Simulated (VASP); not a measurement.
# InP (I-4m2) in VASP: further runs

The runs below take InP through single point, with PBE.

Program: VASP 6.6.1. These are calculated values, not measurements. Logs are shortened: lines on timing, memory, paths and dates and some standing lists are left out, and cuts for length are marked.

### Step 1. The cell of the first run

Symmetry: I-4m2, No. 119, tetragonal system. Conventional cell: a = 4.383 Å, b = 4.383 Å, c = 5.700 Å, α = 90.00°, β = 90.00°, γ = 90.00°. Within 3.4 Å of In (site symmetry -4m2) lie 4 P at 2.61 Å. Within 3.4 Å of P (site symmetry -4m2) lie 4 In at 2.61 Å.

### Step 2. Single point, PBE (biaxial strain in the a-b plane: +4.0 %, then relaxed in part)

File INCAR:

```
PREC     = Accurate       # precision mode
ENCUT    = 520            # plane-wave cutoff, eV
EDIFF    = 1E-6           # SCF threshold, eV
ISMEAR   = 0              # smearing method
SIGMA    = 0.02           # smearing width, eV
LREAL    = F              # projectors in reciprocal space
LASPH    = T              # aspherical terms in the spheres
NELM     = 100            # most SCF steps
ALGO     = Normal         # electronic algorithm
ISIF     = 2              # what is computed and relaxed
LWAVE    = F              # write WAVECAR
LCHARG   = T              # write CHGCAR
GGA      = PE             # functional
LELF     = T              # ELF
LVHAR    = T            
NBANDS   = 26             # bands
```

File KPOINTS:

```
Automatic mesh
0
Gamma
  8 8 6
```

File POSCAR:

```
InP
1.0
    3.0990897732      3.0990897732      0.0000000000
   -3.0990897732      3.0990897732      0.0000000000
    0.0000000000      0.0000000000      5.7001725189
In P
2 2
Direct
    0.0000000000      0.0000000000      0.0000000000
    0.5000000000      0.5000000000      0.5000000000
    0.5000000000      0.0000000000      0.7500000000
    0.0000000000      0.5000000000      0.2500000000
```

Potentials or basis: VASP PAW PBE potentials, release 64 (In_d, P).

On the command line:

```console
cat potpaw_PBE.64/In_d/POTCAR potpaw_PBE.64/P/POTCAR > POTCAR
mpirun -np 1 vasp_std > vasp.out
```

OUTCAR:

```text
PREC = Accurate
   ENCUT = 520
   EDIFF = 1E-6
   ISMEAR = 0
   LREAL = F
   LASPH = T
   NELM = 100
   ISIF = 2
   GGA = PE

 ion  position               nearest neighbor table
   1  0.000  0.000  0.000-   3 2.61   4 2.61   4 2.61   3 2.61
   2  0.500  0.500  0.500-   3 2.61   4 2.61   3 2.61   4 2.61
   3  0.500  0.000  0.750-   1 2.61   2 2.61   2 2.61   1 2.61
   4  0.000  0.500  0.250-   1 2.61   2 2.61   1 2.61   2 2.61

  LATTYP: Found a simple tetragonal cell.
 ALAT       =     4.3827747883
 C/A-ratio  =     1.3005853128

  Lattice vectors:

 A1 = (   3.0990897732,   3.0990897732,   0.0000000000)
 A2 = (  -3.0990897732,   3.0990897732,   0.0000000000)
 A3 = (   0.0000000000,   0.0000000000,   5.7001725189)

Analysis of symmetry for initial positions (statically):
=====================================================================
 Subroutine PRICEL returns following result:

  LATTYP: Found a body centered tetragonal cell.
 ALAT       =     4.3827747883
 C/A-ratio  =     1.3005853128

  Lattice vectors:

 A1 = (   0.0000000000,  -3.0990897732,  -2.8500862594)
 A2 = (   0.0000000000,   3.0990897732,  -2.8500862595)
 A3 = (   3.0990897732,   0.0000000000,   2.8500862594)

   2 primitive cells build up your supercell.

 Routine SETGRP: Setting up the symmetry group for a
 simple tetragonal supercell.

 Subroutine GETGRP returns: Found  8 space group operations
 (whereof  8 operations were pure point group operations)
 out of a pool of 16 trial point group operations.

The static configuration has the point symmetry D_2d.

Analysis of symmetry for dynamics (positions and initial velocities):
=====================================================================
 Subroutine PRICEL returns following result:

  LATTYP: Found a body centered tetragonal cell.
 ALAT       =     4.3827747883
 C/A-ratio  =     1.3005853128

  Lattice vectors:

 A1 = (   0.0000000000,  -3.0990897732,  -2.8500862594)
 A2 = (   0.0000000000,   3.0990897732,  -2.8500862595)
 A3 = (   3.0990897732,   0.0000000000,   2.8500862594)

   2 primitive cells build up your supercell.

 Routine SETGRP: Setting up the symmetry group for a
 simple tetragonal supercell.

 Subroutine GETGRP returns: Found  8 space group operations
 (whereof  8 operations were pure point group operations)
 out of a pool of 16 trial point group operations.

The dynamic configuration has the point symmetry D_2d.

 Subroutine INISYM returns: Found  8 space group operations
 (whereof  8 operations are pure point group operations),
 and found     2 'primitive' translations

----------------------------------------------------------------------------------------

                                     Primitive cell

  volume of cell :      54.7465

  direct lattice vectors                    reciprocal lattice vectors
     0.000000000 -3.099089773 -2.850086259     0.161337695 -0.161337695 -0.175433287
     0.000000000  3.099089773 -2.850086259     0.161337695  0.161337695 -0.175433287
     3.099089773  0.000000000  2.850086259     0.322675390  0.000000000  0.000000000

  length of vectors
     4.210385862  4.210385862  4.210385862     0.287813380  0.287813380  0.322675390

  position of ions in fractional coordinates (direct lattice)
     0.000000000  0.000000000  0.000000000
     0.250000000  0.750000000  0.500000000

  ion indices of the primitive-cell ions
   primitive index   ion index
                 1           1
                 2           3

----------------------------------------------------------------------------------------

 KPOINTS: Automatic mesh

Automatic generation of k-mesh.
 Grid dimensions read from file:
 generate k-points for:    8    8    6

 Generating k-lattice:

  Cartesian coordinates                     Fractional coordinates (reciprocal lattice)
     0.020167212  0.020167212  0.000000000     0.125000000  0.000000000  0.000000000
    -0.020167212  0.020167212  0.000000000     0.000000000  0.125000000  0.000000000
     0.000000000  0.000000000  0.029238881     0.000000000  0.000000000  0.166666667

  Length of vectors
     0.028520745  0.028520745  0.029238881

  Shift w.r.t. Gamma in fractional coordinates (k-lattice)
     0.000000000  0.000000000  0.000000000

 Subroutine IBZKPT returns following result:
 ===========================================

 Found     60 irreducible k-points:

 Following reciprocal coordinates:
            Coordinates               Weight
  0.000000  0.000000  0.000000      1.000000
  0.125000  0.000000  0.000000      4.000000
  0.250000  0.000000  0.000000      4.000000
  0.375000  0.000000  0.000000      4.000000
  0.500000  0.000000  0.000000      2.000000
  0.125000  0.125000  0.000000      4.000000
[... 16 lines left out ...]
  0.375000  0.125000  0.166667     16.000000
  0.500000  0.125000  0.166667      8.000000
 [... further k-points ...]
   k-points           NKPTS =     60   k-points in BZ     NKDIM =     60   number of bands    NBANDS=     26
   number of dos      NEDOS =    301   number of ions     NIONS =      4
   total plane-waves  NPLWV =  54432
   dimension x,y,z NGX =    36 NGY =   36 NGZ =   42
   dimension x,y,z NGXF=    72 NGYF=   72 NGZF=   84
   ions per type =               2   2
   NGX,Y,Z   is equivalent  to a cutoff of  13.66, 13.66, 12.25 a.u.
   NGXF,Y,Z  is equivalent  to a cutoff of  27.31, 27.31, 24.50 a.u.
 SYSTEM =  unknown system
   PREC   = accura    normal or accurate (medium, high low for compatibility)
   ISTART =      0    job   : 0-new  1-cont  2-samecut
   ICHARG =      2    charge: 1-file 2-atom 10-const
   ISPIN  =      1    spin polarized calculation?
   LNONCOLLINEAR =      F non collinear calculations
   LSORBIT =      F    spin-orbit coupling
   LASPH  =      T    aspherical Exc in radial PAW
   ENCUT  =  520.0 eV  38.22 Ry    6.18 a.u.   8.15  8.15 10.60*2*pi/ulx,y,z
   NELM   =    100;   NELMIN=  2; NELMDL= -5     # of ELM steps
   EDIFF  = 0.1E-05   stopping-criterion for ELM
   LREAL  =      F    real-space projection
   EDIFFG = 0.1E-04   stopping-criterion for IOM
   NSW    =      0    number of steps for IOM
   IBRION =     -1    ionic relax: 0-MD 1-quasi-New 2-CG
   NFREE  =      0    steps in history (QN), initial steepest desc. (CG)
   ISIF   =      2    stress and relaxation
   ISYM   =      2    0-nonsym 1-usesym 2-fastsym
   POTIM  = 0.5000    time-step for ionic-motion
   TEBEG  =    0.0;   TEEND  =   0.0 temperature during run
   PSTRESS=    0.0 pullay stress
   NELECT =      36.0000    total number of electrons
   NUPDOWN=      -1.0000    fix difference up-down
   EMIN   =  10.00;   EMAX   =-10.00  energy-range for DOS
   EFERMI =   0.00;   METHOD = LEGACY
   ISMEAR =     0;   SIGMA  =   0.02  broadening in eV -4-tet -1-fermi 0-gaus
   EFERMI_NEDOS =   21; number of points for ismear=-14 and -15
   IALGO  =     38    algorithm
   IMIX   =      4    mixing-type and parameters
     AMIX     =   0.40;   BMIX     =  1.00
     AMIX_MAG =   1.60;   BMIX_MAG =  1.00
  volume/ion in A,a.u.               =      27.37       184.72
  Fermi-wavevector in a.u.,A,eV,Ry     =   1.129918  2.135235 17.370755  1.276714
  Thomas-Fermi vector in A             =   2.266613
   LORBIT       =      0    0 simple, 1 ext, 2 COOP (PROOUT), +10 PAW based schemes
   GGA     = PE    functional components
   LHFCALC =     F    Hartree Fock is set to
   AEXX    =    0.0000 exact exchange contribution
   IVDW    =     0    specifies the selected vdW correction
   LEPSILON=     F    determine dielectric tensor
   LRPA    =     F    only Hartree local field effects (RPA)
 non-spin polarized calculation
 Gauss-broadening in eV      SIGMA  =   0.02
  energy-cutoff  :      520.00
  volume of cell :      109.49
 maximum number of plane-waves:      2992
 NGX is ok and might be reduce to    36
   NGX = 17   NGY = 17   NGZ = 21

 number of electron      35.9999972 magnetization

 Free energy of the ion-electron system (eV)
  ---------------------------------------------------
  ext. energy  EPLUGINS =         0.00000000
  ---------------------------------------------------
  free energy    TOTEN  =       -16.73360918 eV

  energy without entropy =      -16.73355350  energy(sigma->0) =      -16.73358134

 E-fermi :   4.5268     XC(G=0):  -8.9235

 val. band max:        4.5221883327   @ k =   0.0000   0.0000   0.0000
 cond. band min:       4.5314780267   @ k =   0.0000   0.0000   0.0000
 fundamental gap:      0.0092896940
 Fermi energy:         4.5268331797

 k-point     1 :       0.0000    0.0000    0.0000
  band No.  band energies     occupation
      1      -9.8703      2.00000
      2      -9.7463      2.00000
      3      -9.7463      2.00000
      4      -9.7143      2.00000
      5      -9.6786      2.00000
      6      -9.6635      2.00000
[... 18 lines left out ...]
     25      12.4802      0.00000
     26      13.0323      0.00000

 k-point     2 :       0.1250    0.0000    0.0000
  band No.  band energies     occupation
      1      -9.8639      2.00000
      2      -9.7542      2.00000
      3      -9.7430      2.00000
      4      -9.7104      2.00000
      5      -9.6769      2.00000
      6      -9.6666      2.00000
[... 18 lines left out ...]
     25      12.4674      0.00000
     26      12.4985      0.00000

 k-point     3 :       0.2500    0.0000    0.0000
  band No.  band energies     occupation
      1      -9.8486      2.00000
      2      -9.7735      2.00000
      3      -9.7339      2.00000
      4      -9.7026      2.00000
      5      -9.6825      2.00000
      6      -9.6753      2.00000
[... 18 lines left out ...]
     25      11.5325      0.00000
     26      11.6605      0.00000

 k-point     4 :       0.3750    0.0000    0.0000
  band No.  band energies     occupation
      1      -9.8315      2.00000
      2      -9.7956      2.00000
      3      -9.7203      2.00000
      4      -9.6971      2.00000
      5      -9.6907      2.00000
      6      -9.6886      2.00000
[... 18 lines left out ...]
     25      10.5870      0.00000
     26      11.0017      0.00000
[... 496 lines left out ...]
      1      -9.8412      2.00000
      2      -9.7887      2.00000
      3      -9.7214      2.00000
      4      -9.7007      2.00000
      5      -9.6928      2.00000
      6      -9.6750      2.00000
[... 18 lines left out ...]
     25       9.8417      0.00000
     26      11.7808      0.00000

 k-point    23 :       0.3750    0.1250    0.1667
  band No.  band energies     occupation
      1      -9.8326      2.00000
      2      -9.8094      2.00000
      3      -9.7113      2.00000
      4      -9.6984      2.00000
      5      -9.6928      2.00000
      6      -9.6815      2.00000
[... 18 lines left out ...]
     25      10.2402      0.00000
     26      11.6376      0.00000

 k-point    24 :       0.5000    0.1250    0.1667
  band No.  band energies     occupation
      1      -9.8238      2.00000
      2      -9.8238      2.00000
      3      -9.7027      2.00000
      4      -9.7027      2.00000
      5      -9.6884      2.00000
      6      -9.6884      2.00000
[... 18 lines left out ...]
     25      10.8710      0.00000
     26      10.8710      0.00000

 [... further k-points ...]
[... 5 lines left out ...]
  --------------------------------------------------------------------------------------
  -------------------------------------------------------------------------------------
  Total       -2.0556534     -2.0556534     -0.0278304      0.0000000     -0.0000000     -0.0000000
  in kB      -30.0797465    -30.0797465     -0.4072341      0.0000000     -0.0000000     -0.0000000
  external PRESSURE =     -20.1889090 kB  Pullay stress =       0.0000000 kB

 VOLUME and BASIS-vectors are now :
 -----------------------------------------------------------------------------
  energy-cutoff  :      520.00
  volume of cell :      109.49
      direct lattice vectors                 reciprocal lattice vectors
     3.099089773  3.099089773  0.000000000     0.161337695  0.161337695  0.000000000
    -3.099089773  3.099089773  0.000000000    -0.161337695  0.161337695  0.000000000
     0.000000000  0.000000000  5.700172519     0.000000000  0.000000000  0.175433287

 POSITION                                       TOTAL-FORCE (eV/Angst)
 -----------------------------------------------------------------------------------
      0.00000      0.00000      0.00000         0.000000     -0.000000     -0.000000
      0.00000      3.09909      2.85009         0.000000      0.000000      0.000000
      1.54954      1.54954      4.27513        -0.000000     -0.000000     -0.000000
     -1.54954      1.54954      1.42504        -0.000000     -0.000000     -0.000000
 -----------------------------------------------------------------------------------
    total drift:                               -0.000000      0.000000      0.000000

  FREE ENERGIE OF THE ION-ELECTRON SYSTEM (eV)
  ---------------------------------------------------
  free  energy   TOTEN  =       -16.7336091845 eV

  energy  without entropy=      -16.7335535007  energy(sigma->0) =      -16.73358134
```

Wall time 54 s (1 thread of Intel Xeon 6975P-C (Granite Rapids), shared host); peak memory 0.31 GiB.

What came out:

- Free energy: -16.7336 eV
- Pressure: -2.0 GPa
- Band gap on the k mesh: 0.01 eV

Caveat: the cell differs from its parent crystal (biaxial strain in the a-b plane: +4.0 %, then relaxed in part); spin-orbit coupling is left out, which moves the levels of the heavy elements.

### Step 3. Single point, PBE (biaxial strain in the a-b plane: +6.0 %, then relaxed in part)

File INCAR:

```
SYSTEM = InP
PREC = Accurate
ENCUT = 520
EDIFF = 1E-6
ISMEAR = 0
SIGMA = 0.02
LREAL = .False.
LASPH = .True.
NELM = 60
ALGO = Normal
ISIF = 2
LWAVE = .False.
LCHARG = .False.
GGA = PE
NBANDS = 26
```

File KPOINTS:

```
Automatic mesh
0
Gamma
  8 8 6
  0 0 0
```

File POSCAR:

```
InP
1.0
    3.1586876535      3.1586876535      0.0000000000
   -3.1586876535      3.1586876535      0.0000000000
    0.0000000000      0.0000000000      5.5648891419
In P
2 2
Direct
    0.0000000000      0.0000000000      0.0000000000
    0.5000000000      0.5000000000      0.5000000000
    0.5000000000      0.0000000000      0.7500000000
    0.0000000000      0.5000000000      0.2500000000
```

Potentials or basis: VASP PAW PBE potentials, release 64 (In_d, P).

On the command line:

```console
cat potpaw_PBE.64/In_d/POTCAR potpaw_PBE.64/P/POTCAR > POTCAR
mpirun -np 1 vasp_std > vasp.out
```

It took 54 s on 1 thread of Intel Xeon 6975P-C (Granite Rapids), shared host; peak memory 0.31 GiB.

Results (log left out):

```
Free energy            : -16.6399 eV
Pressure               : -2.8 GPa
Band gap on the k mesh : 0.19 eV
```

Stress tensor (GPa, compression positive):
```
-4.21  0.00  0.00
 0.00 -4.21  0.00
 0.00  0.00 -0.04
```

Levels at points of the mesh, in eV from the valence-band top:
```csv
k point,band 16,band 17,band 18,band 19,band 20,band 21
"(0.00, 0.00, 0.00)",-0.26,-0.26,0.00,0.19,1.45,1.50
"(0.50, 0.00, 0.00)",-2.17,-1.35,-1.35,2.27,2.27,4.75
"(0.50, 0.50, 0.00)",-1.87,-1.81,-1.81,2.03,2.03,2.52
"(0.00, 0.00, 0.50)",-1.58,-1.58,-1.58,1.83,1.83,2.98
"(0.50, 0.00, 0.50)",-1.26,-0.60,-0.60,1.00,1.00,4.33
"(0.50, 0.50, 0.50)",-2.63,-2.58,-2.58,4.32,4.32,4.68
```

Caveat: the cell differs from its parent crystal (biaxial strain in the a-b plane: +6.0 %, then relaxed in part); spin-orbit coupling is left out, which moves the levels of the heavy elements.
